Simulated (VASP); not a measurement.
# C8F in VASP: single point with PBE+D3(BJ)

Aim: the single point of C8F with PBE+D3(BJ).

Program: VASP 6.6.1. These are calculated values, not measurements. Logs are shortened: lines on timing, memory, paths and dates and some standing lists are left out, and cuts for length are marked.

### Step 1. The cell of the first run

The cell holds a slab with vacuum, 9 atoms: a = 2.465 Å, b = 2.465 Å, c = 29.108 Å, α = 90.00°, β = 90.00°, γ = 120.00°.

### Step 2. Single point, PBE+D3(BJ)

INCAR reads:

```
SYSTEM = C8F
PREC = Accurate ; ENCUT = 910
EDIFF = 1E-6 ; ISMEAR = 0
SIGMA = 0.1 ; LREAL = .False.
LASPH = .True. ; NELM = 120
ALGO = Normal ; ISIF = 2
LWAVE = .False. ; LCHARG = .False.
LDIPOL = .True. ; IDIPOL = 3
DIPOL = 0.5 0.5 0.494 ; GGA = PE
IVDW = 12 ; NBANDS = 30
GGA_COMPAT = .False. ; NELMDL = -8
```

KPOINTS reads:

```
Automatic mesh
0
Gamma
  12 12 1
  0 0 0
```

POSCAR reads:

```
C8F
1.0
    2.4649796670      0.0000000000      0.0000000000
   -1.2324898335      2.1347350114      0.0000000000
    0.0000000000      0.0000000000     29.1076495408
C F
8 1
Direct
    0.0000000000      0.0000000000      0.2920194646
    0.6666666667      0.3333333333      0.2920194566
    0.0000000000      0.0000000000      0.4077696707
    0.3333333333      0.6666666667      0.4077696627
    0.0000000000      0.0000000000      0.5234154694
    0.6666666667      0.3333333333      0.5234498298
    0.0000000000      0.0000000000      0.6528686932
    0.3333333333      0.6666666667      0.6419676701
    0.0000000000      0.0000000000      0.7036820076
```

Potentials or basis: VASP PAW PBE potentials, release 64 (C_h, F_h).

Launch:

```
$ cat potpaw_PBE.64/C_h/POTCAR potpaw_PBE.64/F_h/POTCAR > POTCAR
$ mpirun -np 1 vasp_std > vasp.out
```

OUTCAR:

```text
SYSTEM = C8F
   PREC = Accurate
   ENCUT = 910
   EDIFF = 1E-6
   ISMEAR = 0
   LREAL = .False.
   LASPH = .True.
   NELM = 120
   ISIF = 2
   GGA = PE
   IVDW = 12
   NELMDL = -8
 IVDW          = 12

 ion  position               nearest neighbor table
   1  0.000  0.000  0.292-   2 1.42   2 1.42   2 1.42
   2  0.667  0.333  0.292-   1 1.42   1 1.42   1 1.42
   3  0.000  0.000  0.408-   4 1.42   4 1.42   4 1.42
   4  0.333  0.667  0.408-   3 1.42   3 1.42   3 1.42
   5  0.000  0.000  0.523-   6 1.42   6 1.42   6 1.42
   6  0.667  0.333  0.523-   5 1.42   5 1.42   5 1.42
   7  0.000  0.000  0.653-   8 1.46   8 1.46   8 1.46   9 1.48
   8  0.333  0.667  0.642-   7 1.46   7 1.46   7 1.46
   9  0.000  0.000  0.704-   7 1.48

  LATTYP: Found a hexagonal cell.
 ALAT       =     2.4649796670
 C/A-ratio  =    11.8084745000

  Lattice vectors:

 A1 = (   2.4649796670,   0.0000000000,   0.0000000000)
 A2 = (  -1.2324898335,   2.1347350114,   0.0000000000)
 A3 = (   0.0000000000,   0.0000000000,  29.1076495408)

Analysis of symmetry for initial positions (statically):
=====================================================================
 Subroutine PRICEL returns:
 Original cell was already a primitive cell.

 Routine SETGRP: Setting up the symmetry group for a
 hexagonal supercell.

 Subroutine GETGRP returns: Found  6 space group operations
 (whereof  6 operations were pure point group operations)
 out of a pool of 24 trial point group operations.

The static configuration has the point symmetry C_3v.

Analysis of symmetry for dynamics (positions and initial velocities):
=====================================================================
 Subroutine PRICEL returns:
 Original cell was already a primitive cell.

 Routine SETGRP: Setting up the symmetry group for a
 hexagonal supercell.

 Subroutine GETGRP returns: Found  6 space group operations
 (whereof  6 operations were pure point group operations)
 out of a pool of 24 trial point group operations.

The dynamic configuration has the point symmetry C_3v.

 Subroutine INISYM returns: Found  6 space group operations
 (whereof  6 operations are pure point group operations),
 and found     1 'primitive' translations

----------------------------------------------------------------------------------------

                                     Primitive cell

  volume of cell :     153.1667

  direct lattice vectors                    reciprocal lattice vectors
     2.464979667  0.000000000  0.000000000     0.405682860  0.234221108  0.000000000
    -1.232489834  2.134735011  0.000000000     0.000000000  0.468442216  0.000000000
     0.000000000  0.000000000 29.107649541     0.000000000  0.000000000  0.034355230

  length of vectors
     2.464979667  2.464979667 29.107649541     0.468442216  0.468442216  0.034355230

  position of ions in fractional coordinates (direct lattice)
     0.000000000  0.000000000  0.292019465
     0.666666667  0.333333333  0.292019457
     0.000000000  0.000000000  0.407769671
     0.333333333  0.666666667  0.407769663
     0.000000000  0.000000000  0.523415469
     0.666666667  0.333333333  0.523449830
     0.000000000  0.000000000  0.652868693
     0.333333333  0.666666667  0.641967670
     0.000000000  0.000000000  0.703682008

  ion indices of the primitive-cell ions
   primitive index   ion index
                 1           1
                 2           2
                 3           3
                 4           4
                 5           5
                 6           6
                 7           7
                 8           8
                 9           9

----------------------------------------------------------------------------------------

 KPOINTS: Automatic mesh

Automatic generation of k-mesh.
 Grid dimensions read from file:
 generate k-points for:   12   12    1

 Generating k-lattice:

  Cartesian coordinates                     Fractional coordinates (reciprocal lattice)
     0.033806905  0.019518426  0.000000000     0.083333333 -0.000000000  0.000000000
     0.000000000  0.039036851  0.000000000     0.000000000  0.083333333  0.000000000
     0.000000000  0.000000000  0.034355230     0.000000000  0.000000000  1.000000000

  Length of vectors
     0.039036851  0.039036851  0.034355230

  Shift w.r.t. Gamma in fractional coordinates (k-lattice)
     0.000000000  0.000000000  0.000000000

 Subroutine IBZKPT returns following result:
 ===========================================

 Found     19 irreducible k-points:

 Following reciprocal coordinates:
            Coordinates               Weight
  0.000000  0.000000  0.000000      1.000000
  0.083333 -0.000000  0.000000      6.000000
  0.166667 -0.000000  0.000000      6.000000
  0.250000 -0.000000  0.000000      6.000000
  0.333333 -0.000000  0.000000      6.000000
  0.416667  0.000000  0.000000      6.000000
[... 11 lines left out ...]
  0.333333  0.250000  0.000000     12.000000
  0.333333  0.333333  0.000000      2.000000
   k-points           NKPTS =     19   k-points in BZ     NKDIM =     19   number of bands    NBANDS=     30
   number of dos      NEDOS =    301   number of ions     NIONS =      9
   total plane-waves  NPLWV = 165888
   dimension x,y,z NGX =    24 NGY =   24 NGZ =  288
   dimension x,y,z NGXF=    48 NGYF=   48 NGZF=  576
   ions per type =               8   1
   NGX,Y,Z   is equivalent  to a cutoff of  16.19, 16.19, 16.45 a.u.
   NGXF,Y,Z  is equivalent  to a cutoff of  32.37, 32.37, 32.90 a.u.
 SYSTEM =  C8F
   PREC   = accura    normal or accurate (medium, high low for compatibility)
   ISTART =      0    job   : 0-new  1-cont  2-samecut
   ICHARG =      2    charge: 1-file 2-atom 10-const
   ISPIN  =      1    spin polarized calculation?
   LNONCOLLINEAR =      F non collinear calculations
   LSORBIT =      F    spin-orbit coupling
   LASPH  =      T    aspherical Exc in radial PAW
   ENCUT  =  910.0 eV  66.88 Ry    8.18 a.u.   6.06  6.06 71.60*2*pi/ulx,y,z
   NELM   =    120;   NELMIN=  2; NELMDL= -8     # of ELM steps
   EDIFF  = 0.1E-05   stopping-criterion for ELM
   LREAL  =      F    real-space projection
   EDIFFG = 0.1E-04   stopping-criterion for IOM
   NSW    =      0    number of steps for IOM
   IBRION =     -1    ionic relax: 0-MD 1-quasi-New 2-CG
   NFREE  =      0    steps in history (QN), initial steepest desc. (CG)
   ISIF   =      2    stress and relaxation
   ISYM   =      2    0-nonsym 1-usesym 2-fastsym
   POTIM  = 0.5000    time-step for ionic-motion
   TEBEG  =    0.0;   TEEND  =   0.0 temperature during run
   PSTRESS=    0.0 pullay stress
   NELECT =      39.0000    total number of electrons
   NUPDOWN=      -1.0000    fix difference up-down
   EMIN   =  10.00;   EMAX   =-10.00  energy-range for DOS
   EFERMI =   0.00;   METHOD = LEGACY
   ISMEAR =     0;   SIGMA  =   0.10  broadening in eV -4-tet -1-fermi 0-gaus
   EFERMI_NEDOS =   21; number of points for ismear=-14 and -15
   IALGO  =     38    algorithm
   IMIX   =      4    mixing-type and parameters
     AMIX     =   0.40;   BMIX     =  1.00
     AMIX_MAG =   1.60;   BMIX_MAG =  1.00
  volume/ion in A,a.u.               =      17.02       114.85
  Fermi-wavevector in a.u.,A,eV,Ry     =   1.037628  1.960832 14.649001  1.076671
  Thomas-Fermi vector in A             =   2.172074
   LORBIT       =      0    0 simple, 1 ext, 2 COOP (PROOUT), +10 PAW based schemes
   GGA     = PE    functional components
   LHFCALC =     F    Hartree Fock is set to
   AEXX    =    0.0000 exact exchange contribution
   IVDW    =    12    specifies the selected vdW correction
   LEPSILON=     F    determine dielectric tensor
   LRPA    =     F    only Hartree local field effects (RPA)
 non-spin polarized calculation
 Gauss-broadening in eV      SIGMA  =   0.10
  energy-cutoff  :      910.00
  volume of cell :      153.17
 maximum number of plane-waves:      9654
   NGX = 13   NGY = 13   NGZ =143

 dipolmoment           0.000000      0.000000     -0.082478 electrons x Angstroem

 number of electron      38.9999997 magnetization

 dipolmoment           0.000000      0.000000      0.121655 electrons x Angstroem

 Free energy of the ion-electron system (eV)
  ---------------------------------------------------
  ext. energy  EPLUGINS =         0.00000000
  ---------------------------------------------------
  free energy    TOTEN  =       -75.20288674 eV

  energy without entropy =      -75.18892446  energy(sigma->0) =      -75.19590560

 E-fermi :  -0.6165     XC(G=0):  -5.6678

 val. band max:       -0.6201973070   @ k =   0.3333   0.3333   0.0000
 cond. band min:      -0.6150521619   @ k =   0.3333   0.3333   0.0000
 fundamental gap:      0.0051451451
 Fermi energy:        -0.6164785715

 k-point     1 :       0.0000    0.0000    0.0000
  band No.  band energies     occupation
      1     -25.0185      2.00000
      2     -20.2215      2.00000
      3     -20.1111      2.00000
      4     -20.0045      2.00000
      5     -18.9565      2.00000
      6      -9.0312      2.00000
[... 22 lines left out ...]
     29       7.7489      0.00000
     30       7.7758      0.00000

 k-point     2 :       0.0833   -0.0000    0.0000
  band No.  band energies     occupation
      1     -24.9339      2.00000
      2     -20.0563      2.00000
      3     -19.9470      2.00000
      4     -19.8413      2.00000
      5     -18.8196      2.00000
      6      -8.8867      2.00000
[... 22 lines left out ...]
     29       7.8581      0.00000
     30       7.9359      0.00000

 k-point     3 :       0.1667   -0.0000    0.0000
  band No.  band energies     occupation
      1     -24.6958      2.00000
      2     -19.5627      2.00000
      3     -19.4564      2.00000
      4     -19.3537      2.00000
      5     -18.4098      2.00000
      6      -8.5057      2.00000
[... 517 lines left out ...]
     29      11.1408      0.00000
     30      11.4371      0.00000

 k-point    19 :       0.3333    0.3333    0.0000
  band No.  band energies     occupation
      1     -23.4112      2.00000
      2     -13.2599      2.00000
      3     -13.2136      2.00000
      4     -13.1884      2.00000
      5     -13.1859      2.00000
      6     -13.1490      2.00000
[... 22 lines left out ...]
     29      11.8819      0.00000
     30      12.2814      0.00000

------------------------ aborting loop because EDIFF is reached ----------------------------------------

 vacuum level on the upper side and lower side of the slab       (xc-potential included)         1.801        -2.323

 Edisp (eV)   -1.14006

 E8    (eV) :    -0.3275

  FORCE on cell =-STRESS in cart. coord.  units (eV):
  Direction    XX          YY          ZZ          XY          YZ          ZX
  --------------------------------------------------------------------------------------
  -------------------------------------------------------------------------------------
  Total       3.65072     3.65072    -0.11177     0.00000     0.00000     0.00000
  in kB      38.18782    38.18782    -1.16915     0.00000     0.00000     0.00000
  external pressure =       25.07 kB  Pullay stress =        0.00 kB

 VOLUME and BASIS-vectors are now :
 -----------------------------------------------------------------------------
  energy-cutoff  :      910.00
  volume of cell :      153.17
      direct lattice vectors                 reciprocal lattice vectors
     2.464979667  0.000000000  0.000000000     0.405682860  0.234221108  0.000000000
    -1.232489834  2.134735011  0.000000000     0.000000000  0.468442216  0.000000000
     0.000000000  0.000000000 29.107649541     0.000000000  0.000000000  0.034355230

 POSITION                                       TOTAL-FORCE (eV/Angst)
 -----------------------------------------------------------------------------------
      0.00000      0.00000      8.50000         0.000000     -0.000000      0.007973
      1.23249      0.71158      8.50000        -0.000000     -0.000000     -0.011762
      0.00000      0.00000     11.86922         0.000000      0.000000      0.000690
     -0.00000      1.42316     11.86922         0.000000     -0.000000     -0.000315
      0.00000      0.00000     15.23539        -0.000000     -0.000000      0.006335
      1.23249      0.71158     15.23639        -0.000000     -0.000000     -0.002461
      0.00000      0.00000     19.00347         0.000000      0.000000     -0.043059
     -0.00000      1.42316     18.68617        -0.000000      0.000000     -0.004706
      0.00000      0.00000     20.48253        -0.000000      0.000000      0.047305
 -----------------------------------------------------------------------------------
    total drift:                                0.000000      0.000001     -0.000255

  FREE ENERGIE OF THE ION-ELECTRON SYSTEM (eV)
  ---------------------------------------------------
  free  energy   TOTEN  =       -76.3429458214 eV

  energy  without entropy=      -76.3289835384  energy(sigma->0) =      -76.33596468

 vacuum level on the upper side and lower side of the slab         7.621         3.448
```

Wall time 6.3 min (1 thread of Intel Xeon Platinum 8488C (Sapphire Rapids), shared host); peak memory 0.49 GiB.

Results:

```yaml
Free_energy: -76.3429 eV
Largest_force: 0.047 eV/Å
Band_gap_on_the_k_mesh: zero (an odd number of electrons rules out a gap without spin polarisation)
Dispersion_energy_per_atom: -0.127 eV
```

Forces in eV/Å, atoms in the order of the input:
```
C    0.000  0.000  0.008
C    0.000  0.000 -0.012
C    0.000  0.000  0.001
C    0.000  0.000  0.000
C    0.000  0.000  0.006
C    0.000  0.000 -0.002
C    0.000  0.000 -0.043
C    0.000  0.000 -0.005
F    0.000  0.000  0.047
```

Caveat: an odd number of electrons without spin polarisation forces a metal; a magnetic or distorted state may lie lower.
